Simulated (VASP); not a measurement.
Here is a VASP 6.6.1 calculation.

Contents of INCAR:

```
SYSTEM = Co
  PREC = Accurate
  ENCUT = 520
  EDIFF = 1E-6
  ISMEAR = 0
  SIGMA = 0.15
  LREAL = .False.
  LASPH = .True.
  NELM = 150
  ALGO = Normal
  ISIF = 2
  LWAVE = .False.
  LCHARG = .True.
  ISPIN = 2
  MAGMOM = 1.81 1.83 1.81 1.83
  LORBIT = 11
  LMAXMIX = 4
  GGA = PS
  LELF = .True.
  LVHAR = .True.
  NBANDS = 30
```

File KPOINTS:

```
Automatic mesh
0
Gamma
  24 24 6
  0 0 0
```

Contents of POSCAR:

```
Co
1.0
    2.4552110702      0.0000000000      0.0000000000
   -1.2276055351      2.1262751584      0.0000000000
    0.0000000000      0.0000000000      7.9648408746
Co
4
Direct
    0.0000000000      0.0000000000     -0.0150662144
    0.3333333333      0.6666666667      0.2650662144
    0.0000000000      0.0000000000      0.4849337856
    0.6666666667      0.3333333333      0.7650662144
```

Potentials or basis: VASP PAW PBE potentials, release 64 (Co).

Launch:

```console
$ cat potpaw_PBE.64/Co/POTCAR > POTCAR
$ mpirun -np 1 vasp_std > vasp.out
```

(1) What does it give for the net moment?

(2) Estimate the pressure.

(3) Estimate the site moments.

(4) What does it give for the largest force?

Answers

(1) 6.37 μB per cell.

(2) 8.4 GPa.

(3) Co +1.59 μB.

(4) 2.535 eV/Å.

Caveat: the cell differs from its parent crystal (atoms displaced along a vibrational mode); the cell stands under pressure; the PAW data sets were made with another functional, which shifts forces and pressure a little.
